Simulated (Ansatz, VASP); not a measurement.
Two plane-wave programs on HfB

File INCAR:

```
PREC = Accurate ; ENCUT = 520
EDIFF = 1E-6 ; ISMEAR = 0
SIGMA = 0.15 ; LREAL = False
LASPH = True ; NELM = 80
ALGO = Normal ; ISIF = 2
LWAVE = False ; LCHARG = False
GGA = PE ; NBANDS = 14
```

KPOINTS

```
regular mesh
0
Gamma
  18 18 18
```

POSCAR

```
HfB
1.0
    0.0000000000      2.2753500000      2.2753500000
    2.2753500000      0.0000000000      2.2753500000
    2.2753500000      2.2753500000      0.0000000000
Hf B
1 1
Direct
    0.5000000000      0.5000000000      0.5000000000
    0.0000000000      0.0000000000      0.0000000000
```

Input for Ansatz:

```yaml
crystal:
  lattice:
    - [0.0, 2.27535, 2.27535]
    - [2.27535, 0.0, 2.27535]
    - [2.27535, 2.27535, 0.0]
  atoms:
    - { symbol: Hf, position: [0.5, 0.5, 0.5] }
    - { symbol: B, position: [0.0, 0.0, 0.0] }
basis:
  ecutwfc: 420
kpoints:
  mp_grid: { grid: [18, 18, 18] }
hamiltonian:
  xc: pbe
scf:
  occupations: { method: gaussian, width: 0.15 }
output:
  forces: true
  stress: true
  eigenvalues: true
```

Change from the starting cell: strain -0.015 along x and y, -0.015 along z, atoms carried along.

Alike in both runs: task single point; functional PBE; k mesh 18 × 18 × 18; occupations gaussian, width 0.15 eV; no spin polarisation.

|  | VASP | Ansatz |
| --- | --- | --- |
| version | VASP 6.6.1 | Ansatz 0.2.0 |
| potentials or method | VASP PAW PBE potentials, release 64 (Hf_pv, B), cutoff 520 eV | scalar-relativistic, plane waves, PAW |
| valence electrons in the cell | 13 | 29 |

|  | VASP | Ansatz | Ansatz less VASP |
| --- | --- | --- | --- |
| gap on the k mesh at the Fermi level (eV) | none | none | - |
| pressure (GPa) | 44.6 | 43.3 | -1.29 |

A gap of «none» marks a metal or a gap that the smearing closes. Both programs put the cell under a high pressure, so it lies far from rest at this level. VASP's potentials hold 13 valence electrons a cell and Ansatz's 29, so a difference there can come from the potentials and not from the codes.

Spin-orbit coupling is off throughout.
